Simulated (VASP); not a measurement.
Set up this calculation in VASP 6.6.1, as the native input.

| Property | Result |
| --- | --- |
| Task | single point |
| Functional | PBE |
| Potentials or basis | VASP PAW PBE potentials, release 64 (Mg, Sb) |
| Cutoff | 520 eV |
| k mesh | 12 × 12 × 6 |
| Occupations | gaussian, width 0.01 eV |
| Spin | non-collinear spin, zero start, spin-orbit coupling |
| Starting moments | [[0.0, 0.0, 0.0], [0.0, 0.0, 0.0], [0.0, 0.0, 0.0], [0.0, 0.0, 0.0], [0.0, 0.0, 0.0]] μB |
| Dipole correction | no |
| k mesh for the DOS | 18 × 18 × 9 |
| Occupations for the DOS | tetrahedron |
| Further INCAR settings | ALGO = Normal; EDIFF = 1e-06 |

Mg3Sb2:

```
Mg Sb
1.0
     4.59387    0.00000    0.00000
    -2.29693    3.97841    0.00000
     0.00000    0.00000    7.27428
Mg Sb
3 2
Cartesian
  0.0000 2.6523 4.5971
  2.2969 1.3261 2.6772
  0.0000 0.0000 0.0000
  0.0000 2.6523 1.6413
  2.2969 1.3261 5.6330
```

One way to write it, as run:

POSCAR

```
Mg3Sb2
1.0
    4.5938676660      0.0000000000      0.0000000000
   -2.2969338330      3.9784061003      0.0000000000
    0.0000000000      0.0000000000      7.2742753392
Mg Sb
3 2
Direct
    0.3333333333      0.6666666667      0.6319626151
    0.6666666667      0.3333333333      0.3680373849
    0.0000000000      0.0000000000      0.0000000000
    0.3333333333      0.6666666667      0.2256274637
    0.6666666667      0.3333333333      0.7743725363
```

INCAR.step1

```
PREC = Accurate
ENCUT = 520
EDIFF = 1E-6
ISMEAR = 0
SIGMA = 0.01
LREAL = False
LASPH = True
NELM = 200
ALGO = Normal
ISIF = 2
LWAVE = False
LCHARG = True
MAGMOM = 0 0 0 0 0 0 0 0 0 0 0 0 0 0 0
LSORBIT = True
GGA_COMPAT = False
LORBMOM = True
GGA = PE
NBANDS = 31
NEDOS = 2001
LORBIT = 11
KPAR = 4
```

KPOINTS.step1

```
regular mesh
0
Gamma
  12 12 6
```

INCAR.step2

```
PREC = Accurate
ENCUT = 520
EDIFF = 1E-6
ISMEAR = -5
SIGMA = 0.01
LREAL = False
LASPH = True
NELM = 200
ALGO = Normal
ISIF = 2
LWAVE = False
LCHARG = False
MAGMOM = 0 0 0 0 0 0 0 0 0 0 0 0 0 0 0
LORBIT = 11
LSORBIT = True
GGA_COMPAT = False
LORBMOM = True
GGA = PE
NEDOS = 1001
ICHARG = 11
KPAR = 4
```

KPOINTS.step2

```
regular mesh
0
Gamma
  18 18 9
```

Potentials or basis: VASP PAW PBE potentials, release 64 (Mg, Sb).

The run is started by

```console
$ cat potpaw_PBE.64/Mg/POTCAR potpaw_PBE.64/Sb/POTCAR > POTCAR
$ cp INCAR.step1 INCAR
$ cp KPOINTS.step1 KPOINTS
$ mpirun -np 4 vasp_ncl > vasp.out
$ cp INCAR.step2 INCAR
$ cp KPOINTS.step2 KPOINTS
$ mpirun -np 4 vasp_ncl > vasp.out
```

Results of the run:

```
Net moment                                            : 0.00 μB per cell
Valence electrons inside the program's atomic spheres : Mg 0.34, 0.27 (each value once); Sb 2.54
```

It took 8.4 min on 4 MPI ranks on Intel(R) Xeon(R) Platinum 8488C (Sapphire Rapids), with other jobs on the host, peak memory 1.5 GiB a rank.
